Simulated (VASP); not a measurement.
# TePb (R-3m) in VASP: a series of runs

Runs on TePb. Level: PBE. Tasks: single point.

Everything below comes from runs of VASP 6.6.1. Logs are shortened: lines on timing, memory, paths and dates and some standing lists are left out, and cuts for length are marked.

## (1) The cell of the first run

The structure is trigonal, space group R-3m (No. 166). The conventional cell has a = 4.714 Å, b = 4.714 Å, c = 11.087 Å, α = 90.00°, β = 90.00°, γ = 120.00°. Within 4.3 Å of Pb (site symmetry -3m) lie 6 Te at 3.29 Å. Te (site symmetry -3m) has 6 Pb at 3.29 Å within 4.3 Å.

## (2) Single point, PBE (epitaxial 111 strain +2.0%)

Input file INCAR:

```
SYSTEM = TePb
ALGO = Normal
EDIFF = 1E-6
ENCUT = 520
GGA = PE
ISIF = 2
ISMEAR = 0
LASPH = .TRUE.
LCHARG = .FALSE.
LREAL = .FALSE.
LWAVE = .FALSE.
NBANDS = 17
NELM = 80
PREC = Accurate
SIGMA = 0.01
```

Input file KPOINTS:

```
k-points
0
G
  4 4 4
  0 0 0
```

Input file POSCAR:

```
TePb
1.0
   -0.0884232705      3.2447703153      3.2447703153
    3.2447703153     -0.0884232705      3.2447703153
    3.2447703153      3.2447703153     -0.0884232705
Pb Te
1 1
Direct
    0.0000000000      0.0000000000      0.0000000000
    0.5000000000      0.5000000000      0.5000000000
```

Potentials or basis: VASP PAW PBE potentials, release 64 (Pb_d, Te).

Command:

```bash
cat potpaw_PBE.64/Pb_d/POTCAR potpaw_PBE.64/Te/POTCAR > POTCAR
mpirun -np 1 vasp_std > vasp.out
```

OUTCAR:

```text
SYSTEM = TePb
   EDIFF = 1E-6
   ENCUT = 520
   GGA = PE
   ISIF = 2
   ISMEAR = 0
   LASPH = .TRUE.
   LREAL = .FALSE.
   NELM = 80
   PREC = Accurate

 ion  position               nearest neighbor table
   1  0.000  0.000  0.000-   2 3.29   2 3.29   2 3.29   2 3.29   2 3.29   2 3.29
   2  0.500  0.500  0.500-   1 3.29   1 3.29   1 3.29   1 3.29   1 3.29   1 3.29

  LATTYP: Found a trigonal (rhomboedric) cell.
 ALAT       =     4.5896500382
 COS(alpha) =     0.4725735186

  Lattice vectors:

 A1 = (  -0.0884232705,   3.2447703153,   3.2447703153)
 A2 = (   3.2447703153,  -0.0884232705,   3.2447703153)
 A3 = (   3.2447703153,   3.2447703153,  -0.0884232705)

Analysis of symmetry for initial positions (statically):
=====================================================================
 Subroutine PRICEL returns:
 Original cell was already a primitive cell.

 Routine SETGRP: Setting up the symmetry group for a
 trigonal (rhombohedral) supercell.

 Subroutine GETGRP returns: Found 12 space group operations
 (whereof 12 operations were pure point group operations)
 out of a pool of 12 trial point group operations.

The static configuration has the point symmetry D_3d.

Analysis of symmetry for dynamics (positions and initial velocities):
=====================================================================
 Subroutine PRICEL returns:
 Original cell was already a primitive cell.

 Routine SETGRP: Setting up the symmetry group for a
 trigonal (rhombohedral) supercell.

 Subroutine GETGRP returns: Found 12 space group operations
 (whereof 12 operations were pure point group operations)
 out of a pool of 12 trial point group operations.

The dynamic configuration has the point symmetry D_3d.

 Subroutine INISYM returns: Found 12 space group operations
 (whereof 12 operations are pure point group operations),
 and found     1 'primitive' translations

----------------------------------------------------------------------------------------

                                     Primitive cell

  volume of cell :      71.1176

  direct lattice vectors                    reciprocal lattice vectors
    -0.088423270  3.244770315  3.244770315    -0.147934143  0.152078434  0.152078434
     3.244770315 -0.088423270  3.244770315     0.152078434 -0.147934143  0.152078434
     3.244770315  3.244770315 -0.088423270     0.152078434  0.152078434 -0.147934143

  length of vectors
     4.589650038  4.589650038  4.589650038     0.261036800  0.261036800  0.261036800

  position of ions in fractional coordinates (direct lattice)
     0.000000000  0.000000000  0.000000000
     0.500000000  0.500000000  0.500000000

  ion indices of the primitive-cell ions
   primitive index   ion index
                 1           1
                 2           2

----------------------------------------------------------------------------------------

 KPOINTS: k-points

Automatic generation of k-mesh.
 Grid dimensions read from file:
 generate k-points for:    4    4    4

 Generating k-lattice:

  Cartesian coordinates                     Fractional coordinates (reciprocal lattice)
    -0.036983536  0.038019609  0.038019609     0.250000000  0.000000000 -0.000000000
     0.038019609 -0.036983536  0.038019609     0.000000000  0.250000000 -0.000000000
     0.038019609  0.038019609 -0.036983536     0.000000000  0.000000000  0.250000000

  Length of vectors
     0.065259200  0.065259200  0.065259200

  Shift w.r.t. Gamma in fractional coordinates (k-lattice)
     0.000000000  0.000000000  0.000000000

 Subroutine IBZKPT returns following result:
 ===========================================

 Found     13 irreducible k-points:

 Following reciprocal coordinates:
            Coordinates               Weight
  0.000000  0.000000  0.000000      1.000000
  0.250000  0.000000  0.000000      6.000000
  0.500000  0.000000  0.000000      3.000000
  0.250000  0.250000 -0.000000      6.000000
  0.500000  0.250000  0.000000     12.000000
 -0.250000  0.250000  0.000000      6.000000
  0.500000  0.500000 -0.000000      3.000000
  0.250000  0.250000  0.250000      2.000000
  0.500000  0.250000  0.250000      6.000000
 -0.250000  0.250000  0.250000      6.000000
  0.500000  0.500000  0.250000      6.000000
 -0.250000  0.500000  0.250000      6.000000
  0.500000  0.500000  0.500000      1.000000
   k-points           NKPTS =     13   k-points in BZ     NKDIM =     13   number of bands    NBANDS=     17
   number of dos      NEDOS =    301   number of ions     NIONS =      2
   total plane-waves  NPLWV =  46656
   dimension x,y,z NGX =    36 NGY =   36 NGZ =   36
   dimension x,y,z NGXF=    72 NGYF=   72 NGZF=   72
   ions per type =               1   1
   NGX,Y,Z   is equivalent  to a cutoff of  13.04, 13.04, 13.04 a.u.
   NGXF,Y,Z  is equivalent  to a cutoff of  26.08, 26.08, 26.08 a.u.
 SYSTEM =  TePb
   PREC   = accura    normal or accurate (medium, high low for compatibility)
   ISTART =      0    job   : 0-new  1-cont  2-samecut
   ICHARG =      2    charge: 1-file 2-atom 10-const
   ISPIN  =      1    spin polarized calculation?
   LNONCOLLINEAR =      F non collinear calculations
   LSORBIT =      F    spin-orbit coupling
   LASPH  =      T    aspherical Exc in radial PAW
   ENCUT  =  520.0 eV  38.22 Ry    6.18 a.u.   8.53  8.53  8.53*2*pi/ulx,y,z
   NELM   =     80;   NELMIN=  2; NELMDL= -5     # of ELM steps
   EDIFF  = 0.1E-05   stopping-criterion for ELM
   LREAL  =      F    real-space projection
   EDIFFG = 0.1E-04   stopping-criterion for IOM
   NSW    =      0    number of steps for IOM
   IBRION =     -1    ionic relax: 0-MD 1-quasi-New 2-CG
   NFREE  =      0    steps in history (QN), initial steepest desc. (CG)
   ISIF   =      2    stress and relaxation
   ISYM   =      2    0-nonsym 1-usesym 2-fastsym
   POTIM  = 0.5000    time-step for ionic-motion
   TEBEG  =    0.0;   TEEND  =   0.0 temperature during run
   PSTRESS=    0.0 pullay stress
   NELECT =      20.0000    total number of electrons
   NUPDOWN=      -1.0000    fix difference up-down
   EMIN   =  10.00;   EMAX   =-10.00  energy-range for DOS
   EFERMI =   0.00;   METHOD = LEGACY
   ISMEAR =     0;   SIGMA  =   0.01  broadening in eV -4-tet -1-fermi 0-gaus
   EFERMI_NEDOS =   21; number of points for ismear=-14 and -15
   IALGO  =     38    algorithm
   IMIX   =      4    mixing-type and parameters
     AMIX     =   0.40;   BMIX     =  1.00
     AMIX_MAG =   1.60;   BMIX_MAG =  1.00
  volume/ion in A,a.u.               =      35.56       239.96
  Fermi-wavevector in a.u.,A,eV,Ry     =   1.072571  2.026864 15.652246  1.150408
  Thomas-Fermi vector in A             =   2.208345
   LORBIT       =      0    0 simple, 1 ext, 2 COOP (PROOUT), +10 PAW based schemes
   GGA     = PE    functional components
   LHFCALC =     F    Hartree Fock is set to
   AEXX    =    0.0000 exact exchange contribution
   IVDW    =     0    specifies the selected vdW correction
   LEPSILON=     F    determine dielectric tensor
   LRPA    =     F    only Hartree local field effects (RPA)
 non-spin polarized calculation
 Gauss-broadening in eV      SIGMA  =   0.01
  energy-cutoff  :      520.00
  volume of cell :       71.12
 maximum number of plane-waves:      1931
 NGX is ok and might be reduce to    36
   NGX = 17   NGY = 17   NGZ = 17

 number of electron      19.9999999 magnetization

 Free energy of the ion-electron system (eV)
  ---------------------------------------------------
  ext. energy  EPLUGINS =         0.00000000
  ---------------------------------------------------
  free energy    TOTEN  =        -7.50814375 eV

  energy without entropy =       -7.50814375  energy(sigma->0) =       -7.50814375

 E-fermi :   5.1371     XC(G=0):  -9.0684

 val. band max:        5.0100129462   @ k =   0.5000   0.0000   0.0000
 cond. band min:       5.6058464599   @ k =   0.5000   0.5000   0.5000
 fundamental gap:      0.5958335137
 Fermi energy:         5.1370924411

 k-point     1 :       0.0000    0.0000    0.0000
  band No.  band energies     occupation
      1     -11.6970      2.00000
      2     -11.6970      2.00000
      3     -11.6917      2.00000
      4     -11.6863      2.00000
      5     -11.6863      2.00000
      6      -6.6332      2.00000
[... 9 lines left out ...]
     16      11.2094      0.00000
     17      12.3537      0.00000

 k-point     2 :       0.2500    0.0000    0.0000
  band No.  band energies     occupation
      1     -11.7033      2.00000
      2     -11.6999      2.00000
      3     -11.6869      2.00000
      4     -11.6844      2.00000
      5     -11.6800      2.00000
      6      -6.1606      2.00000
[... 9 lines left out ...]
     16      12.2101      0.00000
     17      14.9487      0.00000

 k-point     3 :       0.5000    0.0000    0.0000
  band No.  band energies     occupation
      1     -11.7097      2.00000
      2     -11.7046      2.00000
      3     -11.6859      2.00000
      4     -11.6771      2.00000
      5     -11.6738      2.00000
      6      -5.3488      2.00000
[... 9 lines left out ...]
     16      13.8924      0.00000
     17      14.7496      0.00000

 k-point     4 :       0.2500    0.2500   -0.0000
  band No.  band energies     occupation
      1     -11.7145      2.00000
      2     -11.6935      2.00000
      3     -11.6910      2.00000
      4     -11.6803      2.00000
      5     -11.6773      2.00000
      6      -6.0081      2.00000
[... 9 lines left out ...]
     16      13.2629      0.00000
     17      13.5261      0.00000
[... 123 lines left out ...]
      1     -11.7224      2.00000
      2     -11.6951      2.00000
      3     -11.6910      2.00000
      4     -11.6760      2.00000
      5     -11.6707      2.00000
      6      -5.2250      2.00000
[... 9 lines left out ...]
     16      14.7870      0.00000
     17      15.4204      0.00000

 k-point    12 :      -0.2500    0.5000    0.2500
  band No.  band energies     occupation
      1     -11.7273      2.00000
      2     -11.6959      2.00000
      3     -11.6860      2.00000
      4     -11.6810      2.00000
      5     -11.6680      2.00000
      6      -4.9915      2.00000
[... 9 lines left out ...]
     16      15.7373      0.00000
     17      15.7539      0.00000

 k-point    13 :       0.5000    0.5000    0.5000
  band No.  band energies     occupation
      1     -11.7053      2.00000
      2     -11.7053      2.00000
      3     -11.6909      2.00000
      4     -11.6735      2.00000
      5     -11.6735      2.00000
      6      -5.2796      2.00000
[... 9 lines left out ...]
     16      14.3598      0.00000
     17      14.3598      0.00000

------------------------ aborting loop because EDIFF is reached ----------------------------------------

  FORCE on cell =-STRESS in cart. coord.  units (eV):
  Direction    XX          YY          ZZ          XY          YZ          ZX
  --------------------------------------------------------------------------------------
  -------------------------------------------------------------------------------------
  Total       -0.0863827     -0.0863827     -0.0863827      0.1778335      0.1778335      0.1778335
  in kB       -1.9460791     -1.9460791     -1.9460791      4.0063350      4.0063350      4.0063350
  external PRESSURE =      -1.9460791 kB  Pullay stress =       0.0000000 kB

 VOLUME and BASIS-vectors are now :
 -----------------------------------------------------------------------------
  energy-cutoff  :      520.00
  volume of cell :       71.12
      direct lattice vectors                 reciprocal lattice vectors
    -0.088423270  3.244770315  3.244770315    -0.147934143  0.152078434  0.152078434
     3.244770315 -0.088423270  3.244770315     0.152078434 -0.147934143  0.152078434
     3.244770315  3.244770315 -0.088423270     0.152078434  0.152078434 -0.147934143

 POSITION                                       TOTAL-FORCE (eV/Angst)
 -----------------------------------------------------------------------------------
      0.00000      0.00000      0.00000         0.000000     -0.000000      0.000000
      3.20056      3.20056      3.20056        -0.000000      0.000000     -0.000000
 -----------------------------------------------------------------------------------
    total drift:                               -0.000000      0.000000      0.000000

  FREE ENERGIE OF THE ION-ELECTRON SYSTEM (eV)
  ---------------------------------------------------
  free  energy   TOTEN  =        -7.5081437522 eV

  energy  without entropy=       -7.5081437522  energy(sigma->0) =       -7.50814375
```

It took 14 s on 1 thread of AMD EPYC 7R13 (Zen 3), shared host; peak memory 0.17 GiB.

What came out:

| Property | Result |
| --- | --- |
| Free energy | -7.5081 eV |
| Pressure | -0.2 GPa |
| Band gap on the k mesh | 0.60 eV (least direct gap 0.81 eV) |

Caveat: the cell differs from its parent crystal (epitaxial 111 strain +2.0%); the structure was generated, so it needn't be the stable form of TePb; spin-orbit coupling is left out, which moves the levels of the heavy elements.

## (3) Single point, PBE (epitaxial 111 strain +2.0%)

Input file INCAR:

```
SYSTEM = TePb
PREC = Accurate
ENCUT = 520
EDIFF = 1E-6
ISMEAR = -1
SIGMA = 0.02
LREAL = .False.
LASPH = .True.
NELM = 80
ALGO = Normal
ISIF = 2
LWAVE = .False.
LCHARG = .False.
GGA = PE
NBANDS = 17
```

Input file KPOINTS:

```
Automatic mesh
0
Gamma
  8 8 8
  0 0 0
```

POSCAR is that of step 2.

Potentials or basis: VASP PAW PBE potentials, release 64 (Pb_d, Te).

Command:

```bash
cat potpaw_PBE.64/Pb_d/POTCAR potpaw_PBE.64/Te/POTCAR > POTCAR
mpirun -np 1 vasp_std > vasp.out
```

OUTCAR:

```text
SYSTEM = TePb
   PREC = Accurate
   ENCUT = 520
   EDIFF = 1E-6
   ISMEAR = -1
   LREAL = .False.
   LASPH = .True.
   NELM = 80
   ISIF = 2
   GGA = PE

 ion  position               nearest neighbor table
   1  0.000  0.000  0.000-   2 3.29   2 3.29   2 3.29   2 3.29   2 3.29   2 3.29
   2  0.500  0.500  0.500-   1 3.29   1 3.29   1 3.29   1 3.29   1 3.29   1 3.29

  LATTYP: Found a trigonal (rhomboedric) cell.
 ALAT       =     4.5896500382
 COS(alpha) =     0.4725735186

  Lattice vectors:

 A1 = (  -0.0884232705,   3.2447703153,   3.2447703153)
 A2 = (   3.2447703153,  -0.0884232705,   3.2447703153)
 A3 = (   3.2447703153,   3.2447703153,  -0.0884232705)

Analysis of symmetry for initial positions (statically):
=====================================================================
 Subroutine PRICEL returns:
 Original cell was already a primitive cell.

 Routine SETGRP: Setting up the symmetry group for a
 trigonal (rhombohedral) supercell.

[... 162 lines left out ...]
  free energy    TOTEN  =        -7.51623616 eV

  energy without entropy =       -7.51623615  energy(sigma->0) =       -7.51623616

 E-fermi :   5.3220     XC(G=0):  -9.0654

 val. band max:        5.0123891136   @ k =   0.5000   0.0000   0.0000
 cond. band min:       5.6093640304   @ k =   0.5000   0.5000   0.5000
 fundamental gap:      0.5969749168
 Fermi energy:         5.3220338896

 k-point     1 :       0.0000    0.0000    0.0000
  band No.  band energies     occupation
      1     -11.6894      2.00000
      2     -11.6894      2.00000
      3     -11.6844      2.00000
      4     -11.6786      2.00000
      5     -11.6786      2.00000
      6      -6.6314      2.00000
[... 457 lines left out ...]
      4     -11.6722      2.00000
      5     -11.6721      2.00000
      6      -5.8937      2.00000
[... 9 lines left out ...]
     16      13.8663      0.00000
     17      14.1057      0.00000

 [... further k-points ...]

------------------------ aborting loop because EDIFF is reached ----------------------------------------

  FORCE on cell =-STRESS in cart. coord.  units (eV):
  Direction    XX          YY          ZZ          XY          YZ          ZX
  --------------------------------------------------------------------------------------
  -------------------------------------------------------------------------------------
  Total       -0.0886735     -0.0886735     -0.0886735      0.1611485      0.1611485      0.1611485
  in kB       -1.9976871     -1.9976871     -1.9976871      3.6304459      3.6304459      3.6304459
  external PRESSURE =      -1.9976871 kB  Pullay stress =       0.0000000 kB

 VOLUME and BASIS-vectors are now :
 -----------------------------------------------------------------------------
  energy-cutoff  :      520.00
  volume of cell :       71.12
      direct lattice vectors                 reciprocal lattice vectors
    -0.088423270  3.244770315  3.244770315    -0.147934143  0.152078434  0.152078434
     3.244770315 -0.088423270  3.244770315     0.152078434 -0.147934143  0.152078434
     3.244770315  3.244770315 -0.088423270     0.152078434  0.152078434 -0.147934143

 POSITION                                       TOTAL-FORCE (eV/Angst)
 -----------------------------------------------------------------------------------
      0.00000      0.00000      0.00000         0.000000     -0.000000      0.000000
      3.20056      3.20056      3.20056        -0.000000      0.000000     -0.000000
 -----------------------------------------------------------------------------------
    total drift:                               -0.000000      0.000000      0.000000

  FREE ENERGIE OF THE ION-ELECTRON SYSTEM (eV)
  ---------------------------------------------------
  free  energy   TOTEN  =        -7.5162361559 eV

  energy  without entropy=       -7.5162361545  energy(sigma->0) =       -7.51623616
```

OSZICAR:

```text
N       E                     dE             d eps       ncg     rms          rms(c)
DAV:   1     0.149531469349E+03    0.14953E+03   -0.90951E+03  2210   0.111E+03
DAV:   2     0.286972196858E+01   -0.14666E+03   -0.14189E+03  2328   0.288E+02
DAV:   3    -0.738512747549E+01   -0.10255E+02   -0.10193E+02  2930   0.838E+01
DAV:   4    -0.765408763803E+01   -0.26896E+00   -0.26882E+00  2786   0.152E+01
DAV:   5    -0.766453124913E+01   -0.10444E-01   -0.10443E-01  3202   0.272E+00    0.298E+00
DAV:   6    -0.751777071918E+01    0.14676E+00   -0.33342E-01  3118   0.380E+00    0.180E+00
DAV:   7    -0.751404536020E+01    0.37254E-02   -0.93061E-02  2678   0.141E+00    0.898E-01
DAV:   8    -0.751647500064E+01   -0.24296E-02   -0.11398E-02  2640   0.106E+00    0.163E-01
DAV:   9    -0.751617652971E+01    0.29847E-03   -0.19334E-03  3211   0.434E-01    0.684E-02
DAV:  10    -0.751623033221E+01   -0.53802E-04   -0.18940E-04  2611   0.944E-02    0.216E-02
DAV:  11    -0.751623596577E+01   -0.56336E-05   -0.37272E-05  3030   0.473E-02    0.113E-02
DAV:  12    -0.751623615591E+01   -0.19014E-06   -0.20918E-06  2574   0.126E-02
   1 F= -.75162362E+01 E0= -.75162362E+01  d E =-.143153E-08
```

Wall time 54 s (1 thread of AMD EPYC 7R13 (Zen 3), shared host); peak memory 0.22 GiB.

What came out:

| Property | Result |
| --- | --- |
| Free energy | -7.5162 eV |
| Pressure | -0.2 GPa |
| Band gap on the k mesh | 0.60 eV (least direct gap 0.81 eV) |

Stress tensor (GPa, compression positive):
```
-0.20  0.36  0.36
 0.36 -0.20  0.36
 0.36  0.36 -0.20
```

Caveat: the cell differs from its parent crystal (epitaxial 111 strain +2.0%); the structure was generated, so it needn't be the stable form of TePb; spin-orbit coupling is left out, which moves the levels of the heavy elements.
